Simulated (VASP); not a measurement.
# WSe (Pm-3m) in VASP: further runs, part 2 of 2

VASP 6.6.1. Earlier steps stand in the parts before.

## Step 3: Relaxation of cell and atoms, r2SCAN+U, collinear spin

This run uses another cell than the first one, of 14.89 Å³/atom.

The input, POSCAR:

```
WSe
1.0
    3.0994713094      0.0000000000      0.0000000000
    0.0000000000      3.0994713094      0.0000000000
    0.0000000000      0.0000000000      3.0994713094
W Se
1 1
Direct
    0.0000000000      0.0000000000      0.0000000000
    0.5000000000      0.5000000000      0.5000000000
```

The input, INCAR.step1:

```
PREC = Accurate ; ENCUT = 600
ISMEAR = 0 ; SIGMA = 0.1
LREAL = F ; LASPH = T
NELM = 150 ; ISPIN = 2
MAGMOM = 1.83 -0.3 ; LMAXMIX = 4
LDAU = T ; LDAUTYPE = 2
LDAUL = 2 -1 ; LDAUU = 6.2 0
LDAUJ = 0 0 ; GGA = PE
ALGO = Normal ; EDIFF = 1E-4
LWAVE = T ; LCHARG = F
```

The input, INCAR.step2:

```
PREC = Accurate ; ENCUT = 600
EDIFF = 1E-7 ; ISMEAR = 0
SIGMA = 0.1 ; LREAL = F
LASPH = T ; NELM = 150
ALGO = Normal ; ISIF = 3
LWAVE = F ; LCHARG = F
ISPIN = 2 ; MAGMOM = 1.83 -0.3
LORBIT = 11 ; LMAXMIX = 4
LDAU = T ; LDAUTYPE = 2
LDAUL = 2 -1 ; LDAUU = 6.2 0
LDAUJ = 0 0 ; LDAUPRINT = 1
METAGGA = R2SCAN ; LMIXTAU = T
IBRION = 2 ; NSW = 100
EDIFFG = -0.05 ; ISTART = 1
```

The input, KPOINTS:

```
Automatic mesh
0
Gamma
  6 6 6
```

Potentials or basis: VASP PAW PBE potentials, release 64 (W_sv, Se).

Run with:

```bash
$ cat potpaw_PBE.64/W_sv/POTCAR potpaw_PBE.64/Se/POTCAR > POTCAR
$ cp INCAR.step1 INCAR
$ mpirun -np 1 vasp_std > vasp.out
$ cp INCAR.step2 INCAR
$ mpirun -np 1 vasp_std > vasp.out
```

OUTCAR:

```text
PREC = Accurate
   ENCUT = 600
   EDIFF = 1E-7
   ISMEAR = 0
   LREAL = F
   LASPH = T
   NELM = 150
   ISIF = 3
   ISPIN = 2
   LORBIT = 11
   METAGGA = R2SCAN
   IBRION = 2
   NSW = 100
   EDIFFG = -0.05
   ISTART = 1

 ion  position               nearest neighbor table
   1  0.000  0.000  0.000-   2 2.68   2 2.68   2 2.68   2 2.68   2 2.68   2 2.68   2 2.68   2 2.68

   2  0.500  0.500  0.500-   1 2.68   1 2.68   1 2.68   1 2.68   1 2.68   1 2.68   1 2.68   1 2.68

  LATTYP: Found a simple cubic cell.
 ALAT       =     3.0994713094

  Lattice vectors:

 A1 = (   3.0994713094,   0.0000000000,   0.0000000000)
 A2 = (   0.0000000000,   3.0994713094,   0.0000000000)
 A3 = (   0.0000000000,   0.0000000000,   3.0994713094)

Analysis of symmetry for initial positions (statically):
=====================================================================
 Subroutine PRICEL returns:
 Original cell was already a primitive cell.

 Routine SETGRP: Setting up the symmetry group for a
 simple cubic supercell.

 Subroutine GETGRP returns: Found 48 space group operations
 (whereof 48 operations were pure point group operations)
 out of a pool of 48 trial point group operations.

The static configuration has the point symmetry O_h .

Analysis of symmetry for dynamics (positions and initial velocities):
=====================================================================
 Subroutine PRICEL returns:
 Original cell was already a primitive cell.

 Routine SETGRP: Setting up the symmetry group for a
 simple cubic supercell.

 Subroutine GETGRP returns: Found 48 space group operations
 (whereof 48 operations were pure point group operations)
 out of a pool of 48 trial point group operations.

The dynamic configuration has the point symmetry O_h .

Analysis of structural, dynamic, and magnetic symmetry:
=====================================================================
 Subroutine PRICEL returns:
 Original cell was already a primitive cell.

 Routine SETGRP: Setting up the symmetry group for a
 simple cubic supercell.

 Subroutine GETGRP returns: Found 48 space group operations
 (whereof 48 operations were pure point group operations)
 out of a pool of 48 trial point group operations.

The overall configuration has the point symmetry O_h .

 Subroutine INISYM returns: Found 48 space group operations
 (whereof 48 operations are pure point group operations),
 and found     1 'primitive' translations

----------------------------------------------------------------------------------------

                                     Primitive cell

  volume of cell :      29.7758

  direct lattice vectors                    reciprocal lattice vectors
     3.099471309  0.000000000  0.000000000     0.322635669  0.000000000  0.000000000
     0.000000000  3.099471309  0.000000000     0.000000000  0.322635669  0.000000000
     0.000000000  0.000000000  3.099471309     0.000000000  0.000000000  0.322635669

  length of vectors
     3.099471309  3.099471309  3.099471309     0.322635669  0.322635669  0.322635669

  position of ions in fractional coordinates (direct lattice)
     0.000000000  0.000000000  0.000000000
[... 135 lines left out ...]

 spin component 1

 k-point     1 :       0.0000    0.0000    0.0000
  band No.  band energies     occupation
      1     -65.3836      1.00000
      2     -28.9515      1.00000
      3     -28.9515      1.00000
      4     -28.9515      1.00000
      5      -6.7330      1.00000
      6       7.4710      1.00000
      7       7.4710      1.00000
      8       9.1596      1.00000
      9       9.1596      1.00000
     10       9.1596      1.00000
     11      11.8948      0.98792
[... 695 lines left out ...]
      2     -28.5240      1.00000
      3     -28.5240      1.00000
      4     -28.5239      1.00000
      5      -2.0435      1.00000
      6       3.3879      1.00000
      7       3.3881      1.00000
      8       3.3881      1.00000
      9      13.8345      0.00000
     10      13.8346      0.00000
     11      13.8346      0.00000
     12      15.1212      0.00000
     13      15.1215      0.00000
     14      19.2970      0.00000
     15      19.2972      0.00000

------------------------ aborting loop EDIFF was not reached (unconverged)  ----------------------------

  FORCE on cell =-STRESS in cart. coord.  units (eV):
  Direction    XX          YY          ZZ          XY          YZ          ZX
  --------------------------------------------------------------------------------------
  -------------------------------------------------------------------------------------
  Total        4.1017825      4.1017825      4.1017825      0.0000000      0.0000000     -0.0000000
  in kB      220.7091577    220.7091577    220.7091577      0.0000000      0.0000000     -0.0000000
  external PRESSURE =     220.7091577 kB  Pullay stress =       0.0000000 kB
[... 125 lines left out ...]
  FREE ENERGIE OF THE ION-ELECTRON SYSTEM (eV)
  ---------------------------------------------------
  free  energy   TOTEN  =       -58.1818760064 eV

  energy  without entropy=      -58.1801162126  energy(sigma->0) =      -58.18099611

atom =   1  type =  1  l = 2

 onsite density matrix

spin component  1

  0.6373  0.0000  0.0000  0.0000  0.0000
  0.0000  0.6373  0.0000  0.0000  0.0000
  0.0000  0.0000  0.3309  0.0000 -0.0000
  0.0000  0.0000  0.0000  0.6373  0.0000
  0.0000  0.0000 -0.0000  0.0000  0.3309

spin component  2

  0.0673  0.0000  0.0000  0.0000  0.0000
  0.0000  0.0673  0.0000 -0.0000 -0.0000
  0.0000  0.0000  0.2663  0.0000 -0.0000
  0.0000 -0.0000  0.0000  0.0673  0.0000
  0.0000 -0.0000 -0.0000  0.0000  0.2663

 occupancies and eigenvectors

  o =  0.0673  v =  0.0000  0.0000  0.0000  0.0000  0.0000  1.0000  0.0000  0.0000  0.0000  0.0000      0.0000  0.0000  0.0000  0.0000  0.0000  0.0000  0.0000  0.0000  0.0000  0.0000
  o =  0.0673  v =  0.0000  0.0000  0.0000  0.0000  0.0000  0.0000 -0.0688  0.0000  0.9976 -0.0000      0.0000  0.0000  0.0000  0.0000  0.0000  0.0000  0.0000  0.0000  0.0000  0.0000
  o =  0.0673  v =  0.0000  0.0000  0.0000  0.0000  0.0000  0.0000  0.9976 -0.0000  0.0688  0.0000      0.0000  0.0000  0.0000  0.0000  0.0000  0.0000  0.0000  0.0000  0.0000  0.0000
  o =  0.2663  v =  0.0000  0.0000  0.0000  0.0000  0.0000  0.0000 -0.0000  0.0045  0.0000  1.0000      0.0000  0.0000  0.0000  0.0000  0.0000  0.0000  0.0000  0.0000  0.0000  0.0000
  o =  0.2663  v =  0.0000  0.0000  0.0000  0.0000  0.0000  0.0000 -0.0000 -1.0000  0.0000  0.0045      0.0000  0.0000  0.0000  0.0000  0.0000  0.0000  0.0000  0.0000  0.0000  0.0000
  o =  0.3309  v =  0.0000  0.0000 -0.0221  0.0000 -0.9998  0.0000  0.0000  0.0000  0.0000  0.0000      0.0000  0.0000  0.0000  0.0000  0.0000  0.0000  0.0000  0.0000  0.0000  0.0000
  o =  0.3309  v =  0.0000  0.0000  0.9998 -0.0000 -0.0221  0.0000  0.0000  0.0000  0.0000  0.0000      0.0000  0.0000  0.0000  0.0000  0.0000  0.0000  0.0000  0.0000  0.0000  0.0000
  o =  0.6373  v =  0.0000  0.9968  0.0000  0.0803  0.0000  0.0000  0.0000  0.0000  0.0000  0.0000      0.0000  0.0000  0.0000  0.0000  0.0000  0.0000  0.0000  0.0000  0.0000  0.0000
  o =  0.6373  v =  1.0000  0.0000  0.0000  0.0000  0.0000  0.0000  0.0000  0.0000  0.0000  0.0000      0.0000  0.0000  0.0000  0.0000  0.0000  0.0000  0.0000  0.0000  0.0000  0.0000
  o =  0.6373  v =  0.0000  0.0803  0.0000 -0.9968 -0.0000  0.0000  0.0000  0.0000  0.0000  0.0000      0.0000  0.0000  0.0000  0.0000  0.0000  0.0000  0.0000  0.0000  0.0000  0.0000

--------------------------------------- Ionic step        5  -------------------------------------------

 number of electron      20.0000002 magnetization       2.0497631

 Free energy of the ion-electron system (eV)
  ---------------------------------------------------
  ext. energy  EPLUGINS =         0.00000000
  ---------------------------------------------------
  free energy    TOTEN  =       -58.18262189 eV

  energy without entropy =      -58.18127071  energy(sigma->0) =      -58.18194630

 E-fermi :   9.4554     XC(G=0): -12.9842

 val. band max:        9.4101774740   @ k =   0.0000   0.0000   0.0000
 cond. band min:       9.5794784717   @ k =   0.5000   0.3333   0.3333
 fundamental gap:      0.1693009977
 Fermi energy:         9.4553891137

 spin component 1

 k-point     1 :       0.0000    0.0000    0.0000
  band No.  band energies     occupation
      1     -67.9072      1.00000
      2     -31.5932      1.00000
      3     -31.5931      1.00000
      4     -31.5931      1.00000
      5      -7.5803      1.00000
      6       5.9499      1.00000
      7       5.9501      1.00000
      8       6.9753      1.00000
      9       6.9753      1.00000
     10       6.9753      1.00000
     11       7.9247      1.00000
[... 736 lines left out ...]
  FREE ENERGIE OF THE ION-ELECTRON SYSTEM (eV)
  ---------------------------------------------------
  free  energy   TOTEN  =       -58.1826218937 eV

  energy  without entropy=      -58.1812707062  energy(sigma->0) =      -58.18194630

 reached required accuracy - stopping structural energy minimisation

 total charge

# of ion       s       p       d       tot
------------------------------------------
    1        2.283   6.168   3.267  11.718
    2        1.498   2.277   0.113   3.888
--------------------------------------------------
tot          3.781   8.445   3.380  15.606

 magnetization (x)

# of ion       s       p       d       tot
------------------------------------------
    1        0.062   0.051   1.822   1.934
    2        0.045  -0.311   0.041  -0.226
--------------------------------------------------
tot          0.107  -0.261   1.862   1.708
```

Run time: 23 min. Hardware: 1 thread of Intel Xeon 8259CL, shared host; peak memory 0.22 GiB.

What came out:

```yaml
Free_energy: -58.1826 eV
Relaxed_volume: 17.60 Å³/atom
Relaxed_cell: a = 3.277 Å, b = 3.277 Å, c = 3.277 Å, α = 90.00°, β = 90.00°, γ = 90.00°
Space_group_after_relaxing_to_0.1_Å: Pm-3m (No. 221)
Energy_gained_by_relaxing: 281.3 meV/atom
Ionic_steps: 5
Pressure_after_relaxing: 0.0 GPa
Net_moment: 2.05 μB per cell
Site_moments: W +1.93; Se -0.23 μB
Valence_electrons_inside_the_program's_atomic_spheres: W 11.72; Se 3.89
```

The path:
```tsv
step	energy change (eV)	largest force (eV/Å)	pressure (GPa)	volume (Å³)
1	0.0000	0.0000	22.07	29.78
2	-0.3654	0.0000	-12.06	39.52
3	-0.5450	0.0000	-4.65	36.39
4	-0.5618	0.0000	1.01	34.96
5	-0.5626	0.0000	0.01	35.20
```

Final structure:
```yaml
crystal:
  lattice:
    - [3.27742, 0.00000, 0.00000]
    - [0.00000, 3.27742, 0.00000]
    - [0.00000, 0.00000, 3.27742]
  atoms:
    - { symbol: W, position: [0.00000, 0.00000, 0.00000] }
    - { symbol: Se, position: [0.50000, 0.50000, 0.50000] }
```

Eigenvalues of the final occupation matrices:
```csv
site,spin,trace,eigenvalues
site 1 d,1,2.57,0.33 0.33 0.64 0.64 0.64
site 1 d,2,0.73,0.07 0.07 0.07 0.27 0.27
```

Caveat: the electronic state changed during the relaxation; the volume moved by over 15 % at a fixed basis, so the end points are rough; the PAW data sets were made with another functional, which shifts forces and pressure a little; spin-orbit coupling is left out, which moves the levels of the heavy elements.
